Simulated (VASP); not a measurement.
# BN (R3m) in VASP: notebook

Runs on BN. Level: r2SCAN+D4. Tasks: single point.

Everything below comes from runs of VASP 6.6.1. Logs are shortened: lines on timing, memory, paths and dates and some standing lists are left out, and cuts for length are marked.

## Step 1: The cell of the first run

The structure is trigonal, space group R3m (No. 160). The conventional cell has a = 2.434 Å, b = 2.434 Å, c = 9.841 Å, α = 90.00°, β = 90.00°, γ = 120.00°. Within 1.9 Å of B (site symmetry 3m) lie 3 N at 1.41 Å. Within 1.9 Å of N (site symmetry 3m) lie 3 B at 1.41 Å.

## Step 2: Single point, r2SCAN+D4

POSCAR reads:

```
BN
1.0
    1.2168272774      0.7025349498      3.2804779200
   -1.2168272774      0.7025349498      3.2804779200
    0.0000000000     -1.4050708722      3.2804779200
B N
1 1
Direct
    0.9996710000      0.9996710000      0.9996710000
    0.3327620000      0.3327620000      0.3327620000
```

INCAR.step1 reads:

```
ALGO = Normal
EDIFF = 1E-4
ENCUT = 520
GGA = PE
ISMEAR = 0
LASPH = T
LCHARG = F
LREAL = F
LWAVE = T
NBANDS = 11
NELM = 80
PREC = Accurate
SIGMA = 0.01
```

INCAR.step2 reads:

```
ALGO = Normal
EDIFF = 1E-6
ENCUT = 520
ISIF = 2
ISMEAR = 0
ISTART = 1
IVDW = 13
LASPH = T
LCHARG = F
LMIXTAU = T
LREAL = F
LWAVE = F
METAGGA = R2SCAN
NBANDS = 11
NELM = 80
PREC = Accurate
SIGMA = 0.01
VDW_A1 = 0.51559235
VDW_A2 = 5.77342911
VDW_S6 = 1.0
VDW_S8 = 0.6018749
```

KPOINTS reads:

```
k-points
0
Gamma
  10 10 10
```

Potentials or basis: VASP PAW PBE potentials, release 64 (B, N).

The run is started by

```bash
$ cat potpaw_PBE.64/B/POTCAR potpaw_PBE.64/N/POTCAR > POTCAR
$ cp INCAR.step1 INCAR
$ mpirun -np 1 vasp_std > vasp.out
$ cp INCAR.step2 INCAR
$ mpirun -np 1 vasp_std > vasp.out
```

OUTCAR:

```text
EDIFF = 1E-6
   ENCUT = 520
   ISIF = 2
   ISMEAR = 0
   ISTART = 1
   IVDW = 13
   LASPH = T
   LREAL = F
   METAGGA = R2SCAN
   NELM = 80
   PREC = Accurate

 ion  position               nearest neighbor table
   1  1.000  1.000  1.000-   2 1.41   2 1.41   2 1.41
   2  0.333  0.333  0.333-   1 1.41   1 1.41   1 1.41

  LATTYP: Found a trigonal (rhomboedric) cell.
 ALAT       =     3.5687195690
 COS(alpha) =     0.7674785490

  Lattice vectors:

 A1 = (   1.2168272774,   0.7025349498,   3.2804779200)
 A2 = (  -1.2168272774,   0.7025349498,   3.2804779200)
 A3 = (   0.0000000000,  -1.4050708722,   3.2804779200)

Analysis of symmetry for initial positions (statically):
=====================================================================
 Subroutine PRICEL returns:
 Original cell was already a primitive cell.

 Routine SETGRP: Setting up the symmetry group for a
 trigonal (rhombohedral) supercell.

 Subroutine GETGRP returns: Found  6 space group operations
 (whereof  6 operations were pure point group operations)
 out of a pool of 12 trial point group operations.

The static configuration has the point symmetry C_3v.

Analysis of symmetry for dynamics (positions and initial velocities):
=====================================================================
 Subroutine PRICEL returns:
 Original cell was already a primitive cell.

 Routine SETGRP: Setting up the symmetry group for a
 trigonal (rhombohedral) supercell.

 Subroutine GETGRP returns: Found  6 space group operations
 (whereof  6 operations were pure point group operations)
 out of a pool of 12 trial point group operations.

The dynamic configuration has the point symmetry C_3v.

 Subroutine INISYM returns: Found  6 space group operations
 (whereof  6 operations are pure point group operations),
 and found     1 'primitive' translations

----------------------------------------------------------------------------------------

                                     Primitive cell

  volume of cell :      16.8262

  direct lattice vectors                    reciprocal lattice vectors
     1.216827277  0.702534950  3.280477920     0.410904661  0.237236012  0.101611234
    -1.216827277  0.702534950  3.280477920    -0.410904661  0.237236012  0.101611234
     0.000000000 -1.405070872  3.280477920     0.000000000 -0.474472024  0.101611164

  length of vectors
     3.568719569  3.568719569  3.568719594     0.485230264  0.485230264  0.485230389

  position of ions in fractional coordinates (direct lattice)
     0.999671000  0.999671000  0.999671000
     0.332762000  0.332762000  0.332762000

  ion indices of the primitive-cell ions
   primitive index   ion index
                 1           1
                 2           2

----------------------------------------------------------------------------------------

 KPOINTS: k-points

Automatic generation of k-mesh.
 Grid dimensions read from file:
 generate k-points for:   10   10   10

 Generating k-lattice:

  Cartesian coordinates                     Fractional coordinates (reciprocal lattice)
     0.041090466  0.023723601  0.010161123     0.100000000  0.000000000  0.000000000
    -0.041090466  0.023723601  0.010161123     0.000000000  0.100000000  0.000000000
     0.000000000 -0.047447202  0.010161116     0.000000000  0.000000000  0.100000000

  Length of vectors
     0.048523026  0.048523026  0.048523039

  Shift w.r.t. Gamma in fractional coordinates (k-lattice)
     0.000000000  0.000000000  0.000000000

 Subroutine IBZKPT returns following result:
 ===========================================

 Found    116 irreducible k-points:

 Following reciprocal coordinates:
            Coordinates               Weight
  0.000000  0.000000  0.000000      1.000000
  0.100000  0.000000  0.000000      6.000000
  0.200000  0.000000  0.000000      6.000000
  0.300000  0.000000  0.000000      6.000000
  0.400000  0.000000  0.000000      6.000000
  0.500000  0.000000  0.000000      3.000000
[... 16 lines left out ...]
  0.300000  0.300000  0.000000      6.000000
  0.400000  0.300000  0.000000     12.000000
 [... further k-points ...]
   k-points           NKPTS =    116   k-points in BZ     NKDIM =    116   number of bands    NBANDS=     11
   number of dos      NEDOS =    301   number of ions     NIONS =      2
   total plane-waves  NPLWV =  21952
   dimension x,y,z NGX =    28 NGY =   28 NGZ =   28
   dimension x,y,z NGXF=    56 NGYF=   56 NGZF=   56
   ions per type =               1   1
   NGX,Y,Z   is equivalent  to a cutoff of  13.04, 13.04, 13.04 a.u.
   NGXF,Y,Z  is equivalent  to a cutoff of  26.09, 26.09, 26.09 a.u.
 SYSTEM =  unknown system
   PREC   = accura    normal or accurate (medium, high low for compatibility)
   ISTART =      1    job   : 0-new  1-cont  2-samecut
   ICHARG =      0    charge: 1-file 2-atom 10-const
   ISPIN  =      1    spin polarized calculation?
   LNONCOLLINEAR =      F non collinear calculations
[... 37 lines left out ...]
  energy-cutoff  :      520.00
  volume of cell :       16.83
 maximum number of plane-waves:       467
   NGX = 13   NGY = 13   NGZ = 13

 number of electron       8.0000000 magnetization

 Free energy of the ion-electron system (eV)
  ---------------------------------------------------
  ext. energy  EPLUGINS =         0.00000000
  ---------------------------------------------------
  free energy    TOTEN  =       -19.19345881 eV

  energy without entropy =      -19.19345881  energy(sigma->0) =      -19.19345881

 E-fermi :   2.6042     XC(G=0): -11.0166

 val. band max:        2.5100522556   @ k =  -0.3000   0.3000   0.0000
 cond. band min:       7.4019081773   @ k =   0.5000   0.5000   0.0000
 fundamental gap:      4.8918559217
 Fermi energy:         2.6042335710

 k-point     1 :       0.0000    0.0000    0.0000
  band No.  band energies     occupation
      1     -16.8567      2.00000
      2      -2.1452      2.00000
      3       1.2604      2.00000
      4       1.2604      2.00000
      5       8.1656      0.00000
      6      15.6255      0.00000
      7      15.6255      0.00000
      8      18.0228      0.00000
      9      19.8333      0.00000
     10      31.5094      0.00000
     11      33.3975      0.00000

 k-point     2 :       0.1000    0.0000    0.0000
  band No.  band energies     occupation
      1     -16.6371      2.00000
      2      -1.9064      2.00000
      3       0.3878      2.00000
      4       0.8500      2.00000
      5       8.5868      0.00000
      6      15.5592      0.00000
      7      16.5895      0.00000
      8      17.1830      0.00000
      9      20.4974      0.00000
     10      30.2571      0.00000
     11      31.7695      0.00000

 k-point     3 :       0.2000    0.0000    0.0000
  band No.  band energies     occupation
      1     -15.9963      2.00000
      2      -1.7020      2.00000
      3      -1.1902      2.00000
      4      -0.0713      2.00000
      5       9.6875      0.00000
      6      15.0401      0.00000
      7      15.4974      0.00000
      8      19.1233      0.00000
      9      21.8960      0.00000
     10      26.7892      0.00000
     11      29.2790      0.00000

 k-point     4 :       0.3000    0.0000    0.0000
  band No.  band energies     occupation
      1     -15.0060      2.00000
      2      -4.1247      2.00000
      3      -1.0062      2.00000
      4      -0.1018      2.00000
      5      10.9866      0.00000
      6      12.7559      0.00000
      7      15.4650      0.00000
      8      22.2728      0.00000
      9      22.5452      0.00000
     10      25.1141      0.00000
     11      27.4419      0.00000
[... 239 lines left out ...]
 k-point    22 :      -0.2000    0.2000    0.0000
  band No.  band energies     occupation
      1     -14.4787      2.00000
      2      -4.4600      2.00000
      3      -2.5073      2.00000
      4       0.7577      2.00000
      5      11.2016      0.00000
      6      11.9788      0.00000
      7      17.5396      0.00000
      8      19.6100      0.00000
      9      20.7789      0.00000
     10      26.6785      0.00000
     11      28.6227      0.00000

 k-point    23 :       0.3000    0.3000    0.0000
  band No.  band energies     occupation
      1     -14.9450      2.00000
      2      -4.0454      2.00000
      3      -1.0535      2.00000
      4      -0.6372      2.00000
      5      10.8639      0.00000
      6      13.3258      0.00000
      7      15.5255      0.00000
      8      22.4619      0.00000
      9      23.3122      0.00000
     10      24.5635      0.00000
     11      30.4286      0.00000

 k-point    24 :       0.4000    0.3000    0.0000
  band No.  band energies     occupation
      1     -14.2340      2.00000
      2      -5.1291      2.00000
      3      -2.0051      2.00000
      4       0.1013      2.00000
      5       9.8154      0.00000
      6      14.2823      0.00000
      7      16.3374      0.00000
      8      21.9949      0.00000
      9      22.7566      0.00000
     10      25.9924      0.00000
     11      29.5081      0.00000

 [... further k-points ...]

------------------------ aborting loop because EDIFF is reached ----------------------------------------

  DFT-D4 for vdW energy calculation

  Edisp (eV):   -0.14547

  FORCE on cell =-STRESS in cart. coord.  units (eV):
  Direction    XX          YY          ZZ          XY          YZ          ZX
  --------------------------------------------------------------------------------------
  -------------------------------------------------------------------------------------
  Total       3.57804     3.57804    -0.03102     0.00000     0.00000     0.00000
  in kB     340.69894   340.69867    -2.95367     0.00000     0.00000     0.00000
  external pressure =      226.15 kB  Pullay stress =        0.00 kB

 VOLUME and BASIS-vectors are now :
 -----------------------------------------------------------------------------
  energy-cutoff  :      520.00
  volume of cell :       16.83
      direct lattice vectors                 reciprocal lattice vectors
     1.216827277  0.702534950  3.280477920     0.410904661  0.237236012  0.101611234
    -1.216827277  0.702534950  3.280477920    -0.410904661  0.237236012  0.101611234
     0.000000000 -1.405070872  3.280477920     0.000000000 -0.474472024  0.101611164

 POSITION                                       TOTAL-FORCE (eV/Angst)
 -----------------------------------------------------------------------------------
      0.00000     -0.00000      9.83820         0.000000      0.000000     -0.001886
      0.00000     -0.00000      3.27486         0.000000     -0.000000      0.001886
 -----------------------------------------------------------------------------------
    total drift:                                0.000000      0.000023      0.000160

  FREE ENERGIE OF THE ION-ELECTRON SYSTEM (eV)
  ---------------------------------------------------
  free  energy   TOTEN  =       -19.3389252845 eV

  energy  without entropy=      -19.3389252845  energy(sigma->0) =      -19.33892528
```

Wall time 94 s (1 thread of AMD EPYC 9R45 (Zen 5), shared host); peak memory 0.14 GiB.

Results:

```
Free energy                : -19.3389 eV
Pressure                   : 22.6 GPa
Band gap on the k mesh     : 4.89 eV, indirect (least direct gap 5.84 eV)
Dispersion energy per atom : -0.073 eV
```

Levels at points of the mesh, in eV from the valence-band top:
```csv
k point,band 1,band 2,band 3,band 4,band 5,band 6,band 7,band 8,band 9
"(0.00, 0.00, 0.00)",-19.37,-4.66,-1.25,-1.25,5.66,13.12,13.12,15.51,17.32
"(0.50, 0.00, 0.00)",-15.81,-9.69,-4.39,-0.68,6.15,11.49,14.32,16.38,21.93
"(0.50, 0.50, 0.00)",-15.72,-9.55,-4.46,-1.35,4.89,11.50,15.75,19.48,22.76
"(0.50, 0.50, 0.50)",-19.06,-6.89,-1.27,-1.27,11.46,13.03,13.03,14.65,18.90
```

Caveat: the PAW data sets were made with another functional, which shifts forces and pressure a little. r2SCAN opens gaps a little over a GGA but as a rule still falls short of measured ones.

## Step 3: Single point, r2SCAN+D4

This run uses another cell than the first one, of 8.66 Å³/atom, 1.029 times its volume.

POSCAR reads:

```
BN
1.0
    1.2284722652      0.7092581808      3.3118719607
   -1.2284722652      0.7092581808      3.3118719607
    0.0000000000     -1.4185173435      3.3118719607
B N
1 1
Direct
    0.9996710000      0.9996710000      0.9996710000
    0.3327620000      0.3327620000      0.3327620000
```

INCAR.step1 reads:

```
  PREC = Accurate
  ENCUT = 520
  ISMEAR = 0
  SIGMA = 0.01
  LREAL = False
  LASPH = True
  NELM = 100
  NBANDS = 11
  GGA = PE
  ALGO = Normal
  EDIFF = 1E-4
  LWAVE = True
  LCHARG = False
```

INCAR.step2 reads:

```
  PREC = Accurate
  ENCUT = 520
  EDIFF = 1E-7
  ISMEAR = 0
  SIGMA = 0.01
  LREAL = False
  LASPH = True
  NELM = 100
  ALGO = Normal
  ISIF = 2
  LWAVE = False
  LCHARG = False
  METAGGA = R2SCAN
  LMIXTAU = True
  IVDW = 13
  VDW_S6 = 1.0
  VDW_S8 = 0.6018749
  VDW_A1 = 0.51559235
  VDW_A2 = 5.77342911
  NBANDS = 11
  ISTART = 1
```

KPOINTS reads:

```
Automatic mesh
0
Gamma
  10 10 10
```

Potentials or basis: VASP PAW PBE potentials, release 64 (B, N).

The run is started by

```bash
$ cat potpaw_PBE.64/B/POTCAR potpaw_PBE.64/N/POTCAR > POTCAR
$ cp INCAR.step1 INCAR
$ mpirun -np 1 vasp_std > vasp.out
$ cp INCAR.step2 INCAR
$ mpirun -np 1 vasp_std > vasp.out
```

It took 98 s on 1 thread of AMD EPYC 9R45 (Zen 5), shared host; peak memory 0.14 GiB.

It converged, with:

```
Free energy                : -19.3949 eV
Pressure                   : 13.8 GPa
Largest force              : 0.004 eV/Å
Band gap on the k mesh     : 4.86 eV, indirect (least direct gap 5.76 eV)
Dispersion energy per atom : -0.071 eV
```

Forces in eV/Å, atoms in the order of the input:
```
B    0.000  0.000 -0.004
N    0.000  0.000  0.004
```

Stress tensor (GPa, compression positive):
```
20.98  0.00  0.00
 0.00 20.98  0.00
 0.00  0.00 -0.57
```

Levels at points of the mesh, in eV from the valence-band top:
```tsv
k point	band 1	band 2	band 3	band 4	band 5	band 6	band 7	band 8
(0.00, 0.00, 0.00)	-19.17	-4.54	-1.28	-1.28	5.60	12.87	12.87	15.12
(0.50, 0.00, 0.00)	-15.71	-9.56	-4.34	-0.66	6.07	11.18	14.11	16.16
(0.50, 0.50, 0.00)	-15.63	-9.43	-4.41	-1.30	4.86	11.18	15.51	19.16
(0.50, 0.50, 0.50)	-18.88	-6.70	-1.31	-1.31	11.24	12.79	12.79	14.09
```

Caveat: the PAW data sets were made with another functional, which shifts forces and pressure a little.

## Step 4: Single point, r2SCAN+D4

This run uses another cell than the first one, of 8.90 Å³/atom, 1.058 times its volume.

POSCAR reads:

```
BN
1.0
    1.2399005704      0.7158563102      3.3426818412
   -1.2399005704      0.7158563102      3.3426818412
    0.0000000000     -1.4317136114      3.3426818412
B N
1 1
Direct
    0.9996710000      0.9996710000      0.9996710000
    0.3327620000      0.3327620000      0.3327620000
```

INCAR.step1 reads:

```
SYSTEM = BN
PREC     = Accurate       ! precision mode
ENCUT    = 520            ! plane-wave cutoff, eV
ISMEAR   = 0              ! smearing method
SIGMA    = 0.01           ! smearing width, eV
LREAL    = .False.        ! projectors in reciprocal space
LASPH    = .True.         ! aspherical terms in the spheres
NELM     = 60             ! most SCF steps
NBANDS   = 11             ! bands
GGA      = PE             ! functional
ALGO     = Normal         ! electronic algorithm
EDIFF    = 1E-4           ! SCF threshold, eV
LWAVE    = .True.         ! write WAVECAR
LCHARG   = .False.        ! write CHGCAR
```

INCAR.step2 reads:

```
SYSTEM = BN
PREC     = Accurate       ! precision mode
ENCUT    = 520            ! plane-wave cutoff, eV
EDIFF    = 1E-6           ! SCF threshold, eV
ISMEAR   = 0              ! smearing method
SIGMA    = 0.01           ! smearing width, eV
LREAL    = .False.        ! projectors in reciprocal space
LASPH    = .True.         ! aspherical terms in the spheres
NELM     = 60             ! most SCF steps
ALGO     = Normal         ! electronic algorithm
ISIF     = 2              ! what is computed and relaxed
LWAVE    = .False.        ! write WAVECAR
LCHARG   = .False.        ! write CHGCAR
METAGGA  = R2SCAN         ! meta-GGA
LMIXTAU  = .True.       
IVDW     = 13             ! dispersion correction
VDW_S6   = 1.0          
VDW_S8   = 0.6018749    
VDW_A1   = 0.51559235   
VDW_A2   = 5.77342911   
NBANDS   = 11             ! bands
ISTART   = 1
```

KPOINTS reads:

```
regular mesh
0
Gamma
  10 10 10
  0 0 0
```

The run is started by

```bash
$ cat potpaw_PBE.64/B/POTCAR potpaw_PBE.64/N/POTCAR > POTCAR
$ cp INCAR.step1 INCAR
$ mpirun -np 1 vasp_std > vasp.out
$ cp INCAR.step2 INCAR
$ mpirun -np 1 vasp_std > vasp.out
```

It took 89 s on 1 thread of AMD EPYC 9R45 (Zen 5), shared host; peak memory 0.14 GiB.

Results (log left out):

| Item | Value |
| --- | --- |
| Free energy | -19.4255 eV |
| Pressure | 6.0 GPa |
| Largest force | 0.006 eV/Å |
| Band gap on the k mesh | 4.83 eV, indirect (least direct gap 5.68 eV) |
| Dispersion energy per atom | -0.069 eV |

Forces on the atoms (eV/Å):
```
B    0.000  0.000 -0.006
N    0.000  0.000  0.006
```

Stress tensor (GPa, compression positive):
```
 9.39  0.00  0.00
 0.00  9.39  0.00
 0.00  0.00 -0.79
```

Levels at points of the mesh, in eV from the valence-band top:
| k point | band 1 | band 2 | band 3 | band 4 | band 5 | band 6 | band 7 | band 8 | band 9 |
| --- | --- | --- | --- | --- | --- | --- | --- | --- | --- |
| (0.00, 0.00, 0.00) | -18.99 | -4.42 | -1.32 | -1.32 | 5.55 | 12.63 | 12.63 | 14.75 | 16.17 |
| (0.50, 0.00, 0.00) | -15.62 | -9.44 | -4.30 | -0.65 | 5.99 | 10.88 | 13.92 | 15.95 | 21.30 |
| (0.50, 0.50, 0.00) | -15.55 | -9.31 | -4.36 | -1.26 | 4.83 | 10.88 | 15.28 | 18.85 | 21.88 |
| (0.50, 0.50, 0.50) | -18.72 | -6.51 | -1.34 | -1.34 | 11.03 | 12.55 | 12.55 | 13.55 | 18.11 |

Caveat: the PAW data sets were made with another functional, which shifts forces and pressure a little. A k mesh can miss the band edges.

## Step 5: Overview

| cell | gap on the mesh (eV) | pressure (GPa) |
| --- | --- | --- |
| a = 3.569 Å, angles 39.9°, 2 atoms | 4.89 | 22.6 |
| a = 3.603 Å, angles 39.9°, 2 atoms | 4.86 | 13.8 |
| a = 3.636 Å, angles 39.9°, 2 atoms | 4.83 | 6.0 |

Alike in all rows: task single point; level r2SCAN+D4; potentials or basis VASP PAW PBE potentials, release 64 (B, N); no spin polarisation; k mesh 10 × 10 × 10; cutoff (eV) 520; smearing gaussian 0.01 eV.

Caveats: the PAW data sets were made with another functional, which shifts forces and pressure a little.

Total energies depend on the potentials used, so only differences within one code and one set of settings carry meaning.
